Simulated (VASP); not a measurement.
# Cu (Fm-3m) in VASP: further runs, part 2 of 2

VASP 6.6.1.

## 3. Single point, r2SCAN

This run uses another cell than the first one, of 10.35 Å³/atom, 0.876 times its volume.

POSCAR

```
Cu
1.0
    0.0000000000      1.7294333652      1.7294333652
    1.7294333652      0.0000000000      1.7294333652
    1.7294333652      1.7294333652      0.0000000000
Cu
1
Direct
    0.0000000000      0.0000000000      0.0000000000
```

INCAR.step1

```
SYSTEM = Cu
  PREC = Accurate
  ENCUT = 520
  ISMEAR = 0
  SIGMA = 0.1
  LREAL = .False.
  LASPH = .True.
  NELM = 60
  NBANDS = 12
  GGA = PE
  ALGO = Normal
  EDIFF = 1E-4
  LWAVE = .True.
  LCHARG = .False.
```

INCAR.step2

```
SYSTEM = Cu
  PREC = Accurate
  ENCUT = 520
  EDIFF = 1E-6
  ISMEAR = 0
  SIGMA = 0.1
  LREAL = .False.
  LASPH = .True.
  NELM = 60
  ALGO = Normal
  ISIF = 2
  LWAVE = .False.
  LCHARG = .True.
  METAGGA = R2SCAN
  LMIXTAU = .True.
  LELF = .True.
  LVHAR = .True.
  NBANDS = 12
  ISTART = 1
```

KPOINTS

```
regular mesh
0
Gamma
  20 20 20
  0 0 0
```

Potentials or basis: VASP PAW PBE potentials, release 64 (Cu).

On the command line:

```bash
$ cat potpaw_PBE.64/Cu/POTCAR > POTCAR
$ cp INCAR.step1 INCAR
$ mpirun -np 1 vasp_std > vasp.out
$ cp INCAR.step2 INCAR
$ mpirun -np 1 vasp_std > vasp.out
```

OUTCAR:

```text
SYSTEM = Cu
   PREC = Accurate
   ENCUT = 520
   EDIFF = 1E-6
   ISMEAR = 0
   LREAL = .False.
   LASPH = .True.
   NELM = 60
   ISIF = 2
   METAGGA = R2SCAN
   ISTART = 1

 ion  position               nearest neighbor table
   1  0.000  0.000  0.000-

  LATTYP: Found a face centered cubic cell.
 ALAT       =     3.4588667304

  Lattice vectors:

 A1 = (   0.0000000000,   1.7294333652,   1.7294333652)
 A2 = (   1.7294333652,   0.0000000000,   1.7294333652)
 A3 = (   1.7294333652,   1.7294333652,   0.0000000000)

Analysis of symmetry for initial positions (statically):
=====================================================================
 Subroutine PRICEL returns:
 Original cell was already a primitive cell.

 Routine SETGRP: Setting up the symmetry group for a
 face centered cubic supercell.

 Subroutine GETGRP returns: Found 48 space group operations
 (whereof 48 operations were pure point group operations)
 out of a pool of 48 trial point group operations.

The static configuration has the point symmetry O_h .

Analysis of symmetry for dynamics (positions and initial velocities):
=====================================================================
 Subroutine PRICEL returns:
 Original cell was already a primitive cell.

 Routine SETGRP: Setting up the symmetry group for a
 face centered cubic supercell.

 Subroutine GETGRP returns: Found 48 space group operations
 (whereof 48 operations were pure point group operations)
 out of a pool of 48 trial point group operations.

The dynamic configuration has the point symmetry O_h .

 Subroutine INISYM returns: Found 48 space group operations
 (whereof 48 operations are pure point group operations),
 and found     1 'primitive' translations

----------------------------------------------------------------------------------------

                                     Primitive cell

  volume of cell :      10.3453

  direct lattice vectors                    reciprocal lattice vectors
     0.000000000  1.729433365  1.729433365    -0.289112035  0.289112035  0.289112035
     1.729433365  0.000000000  1.729433365     0.289112035 -0.289112035  0.289112035
     1.729433365  1.729433365  0.000000000     0.289112035  0.289112035 -0.289112035

  length of vectors
     2.445788120  2.445788120  2.445788120     0.500756734  0.500756734  0.500756734

  position of ions in fractional coordinates (direct lattice)
     0.000000000  0.000000000  0.000000000

  ion indices of the primitive-cell ions
   primitive index   ion index
                 1           1

----------------------------------------------------------------------------------------

 KPOINTS: regular mesh

Automatic generation of k-mesh.
 Grid dimensions read from file:
 generate k-points for:   20   20   20

 Generating k-lattice:

  Cartesian coordinates                     Fractional coordinates (reciprocal lattice)
    -0.014455602  0.014455602  0.014455602     0.050000000  0.000000000  0.000000000
     0.014455602 -0.014455602  0.014455602     0.000000000  0.050000000  0.000000000
     0.014455602  0.014455602 -0.014455602     0.000000000  0.000000000  0.050000000

  Length of vectors
     0.025037837  0.025037837  0.025037837

  Shift w.r.t. Gamma in fractional coordinates (k-lattice)
     0.000000000  0.000000000  0.000000000

 Subroutine IBZKPT returns following result:
 ===========================================

 Found    256 irreducible k-points:

 Following reciprocal coordinates:
            Coordinates               Weight
  0.000000  0.000000  0.000000      1.000000
  0.050000  0.000000  0.000000      8.000000
  0.100000  0.000000  0.000000      8.000000
  0.150000  0.000000  0.000000      8.000000
  0.200000  0.000000  0.000000      8.000000
  0.250000  0.000000  0.000000      8.000000
[... 16 lines left out ...]
 -0.400000  0.050000  0.000000     24.000000
 -0.350000  0.050000  0.000000     24.000000
 [... further k-points ...]
   k-points           NKPTS =    256   k-points in BZ     NKDIM =    256   number of bands    NBANDS=     12
   number of dos      NEDOS =    301   number of ions     NIONS =      1
   total plane-waves  NPLWV =   5832
   dimension x,y,z NGX =    18 NGY =   18 NGZ =   18
   dimension x,y,z NGXF=    36 NGYF=   36 NGZF=   36
   ions per type =               1
   NGX,Y,Z   is equivalent  to a cutoff of  12.24, 12.24, 12.24 a.u.
   NGXF,Y,Z  is equivalent  to a cutoff of  24.47, 24.47, 24.47 a.u.
 SYSTEM =  Cu
   PREC   = accura    normal or accurate (medium, high low for compatibility)
   ISTART =      1    job   : 0-new  1-cont  2-samecut
   ICHARG =      0    charge: 1-file 2-atom 10-const
   ISPIN  =      1    spin polarized calculation?
   LNONCOLLINEAR =      F non collinear calculations
   LSORBIT =      F    spin-orbit coupling
   LASPH  =      T    aspherical Exc in radial PAW
   ENCUT  =  520.0 eV  38.22 Ry    6.18 a.u.   4.55  4.55  4.55*2*pi/ulx,y,z
   NELM   =     60;   NELMIN=  2; NELMDL=  0     # of ELM steps
   EDIFF  = 0.1E-05   stopping-criterion for ELM
   LREAL  =      F    real-space projection
   EDIFFG = 0.1E-04   stopping-criterion for IOM
   NSW    =      0    number of steps for IOM
   IBRION =     -1    ionic relax: 0-MD 1-quasi-New 2-CG
   NFREE  =      0    steps in history (QN), initial steepest desc. (CG)
   ISIF   =      2    stress and relaxation
   ISYM   =      2    0-nonsym 1-usesym 2-fastsym
   POTIM  = 0.5000    time-step for ionic-motion
   TEBEG  =    0.0;   TEEND  =   0.0 temperature during run
   PSTRESS=    0.0 pullay stress
   NELECT =      11.0000    total number of electrons
   NUPDOWN=      -1.0000    fix difference up-down
   EMIN   =  10.00;   EMAX   =-10.00  energy-range for DOS
   EFERMI =   0.00;   METHOD = LEGACY
   ISMEAR =     0;   SIGMA  =   0.10  broadening in eV -4-tet -1-fermi 0-gaus
   EFERMI_NEDOS =   21; number of points for ismear=-14 and -15
   IALGO  =     38    algorithm
   IMIX   =      4    mixing-type and parameters
     AMIX     =   0.40;   BMIX     =  1.00
     AMIX_MAG =   1.60;   BMIX_MAG =  1.00
  volume/ion in A,a.u.               =      10.35        69.81
  Fermi-wavevector in a.u.,A,eV,Ry     =   1.670931  3.157602 37.987616  2.792011
  Thomas-Fermi vector in A             =   2.756342
   LORBIT       =      0    0 simple, 1 ext, 2 COOP (PROOUT), +10 PAW based schemes
   METAGGA = R2SCAN    functional components
   LHFCALC =     F    Hartree Fock is set to
   AEXX    =    0.0000 exact exchange contribution
   IVDW    =     0    specifies the selected vdW correction
   LEPSILON=     F    determine dielectric tensor
   LRPA    =     F    only Hartree local field effects (RPA)
 non-spin polarized calculation
 Gauss-broadening in eV      SIGMA  =   0.10
  energy-cutoff  :      520.00
  volume of cell :       10.35
 maximum number of plane-waves:       295
   NGX =  9   NGY =  9   NGZ =  9

 number of electron      10.9999993 magnetization

 Free energy of the ion-electron system (eV)
  ---------------------------------------------------
  ext. energy  EPLUGINS =         0.00000000
  ---------------------------------------------------
  free energy    TOTEN  =       -10.75675636 eV

  energy without entropy =      -10.75563762  energy(sigma->0) =      -10.75619699

 E-fermi :   9.1404     XC(G=0): -14.6589

 val. band max:        9.1004521350   @ k =   0.5000   0.3000   0.1500
 cond. band min:       9.1653789997   @ k =   0.5000   0.2500   0.1000
 fundamental gap:      0.0649268648
 Fermi energy:         9.1404371101

 k-point     1 :       0.0000    0.0000    0.0000
  band No.  band energies     occupation
      1      -1.6170      2.00000
      2       5.5580      2.00000
      3       5.5580      2.00000
      4       5.5580      2.00000
      5       6.5642      2.00000
      6       6.5642      2.00000
      7      33.6163      0.00000
      8      37.7335      0.00000
      9      37.7335      0.00000
     10      37.7337      0.00000
     11      40.3211      0.00000
     12      40.3211      0.00000

 k-point     2 :       0.0500    0.0000    0.0000
  band No.  band energies     occupation
      1      -1.5128      2.00000
      2       5.5325      2.00000
      3       5.5796      2.00000
      4       5.5797      2.00000
      5       6.5551      2.00000
      6       6.5551      2.00000
      7      33.2366      0.00000
      8      36.2071      0.00000
      9      37.3976      0.00000
     10      37.3977      0.00000
     11      40.7864      0.00000
     12      40.7864      0.00000
[... 316 lines left out ...]
 k-point    24 :      -0.3500    0.0500    0.0000
  band No.  band energies     occupation
      1       2.6211      2.00000
      2       5.5725      2.00000
      3       5.6233      2.00000
      4       5.7386      2.00000
      5       6.9648      2.00000
      6       7.3073      2.00000
      7      17.6301      0.00000
      8      31.2870      0.00000
      9      33.9021      0.00000
     10      35.7769      0.00000
     11      37.6591      0.00000
     12      39.7130      0.00000

 [... further k-points ...]
[... 5 lines left out ...]
  --------------------------------------------------------------------------------------
  -------------------------------------------------------------------------------------
  Total        1.4061999      1.4061999      1.4061999     -0.0000000     -0.0000000      0.0000000
  in kB      217.7790806    217.7790806    217.7790806     -0.0000000     -0.0000000      0.0000000
  external PRESSURE =     217.7790806 kB  Pullay stress =       0.0000000 kB

 VOLUME and BASIS-vectors are now :
 -----------------------------------------------------------------------------
  energy-cutoff  :      520.00
  volume of cell :       10.35
      direct lattice vectors                 reciprocal lattice vectors
     0.000000000  1.729433365  1.729433365    -0.289112035  0.289112035  0.289112035
     1.729433365  0.000000000  1.729433365     0.289112035 -0.289112035  0.289112035
     1.729433365  1.729433365  0.000000000     0.289112035  0.289112035 -0.289112035

 POSITION                                       TOTAL-FORCE (eV/Angst)
 -----------------------------------------------------------------------------------
      0.00000      0.00000      0.00000         0.000000     -0.000000      0.000000
 -----------------------------------------------------------------------------------
    total drift:                                0.000000     -0.000000      0.000000

  FREE ENERGIE OF THE ION-ELECTRON SYSTEM (eV)
  ---------------------------------------------------
  free  energy   TOTEN  =       -10.7567563593 eV

  energy  without entropy=      -10.7556376168  energy(sigma->0) =      -10.75619699
```

Run time: 82 s. Hardware: 1 thread of Intel Xeon Platinum 8488C (Sapphire Rapids), shared host; peak memory 0.14 GiB.

What came out:

| Property | Result |
| --- | --- |
| Free energy | -10.7568 eV |
| Pressure | 21.8 GPa |

Caveat: the PAW data sets were made with another functional, which shifts forces and pressure a little.
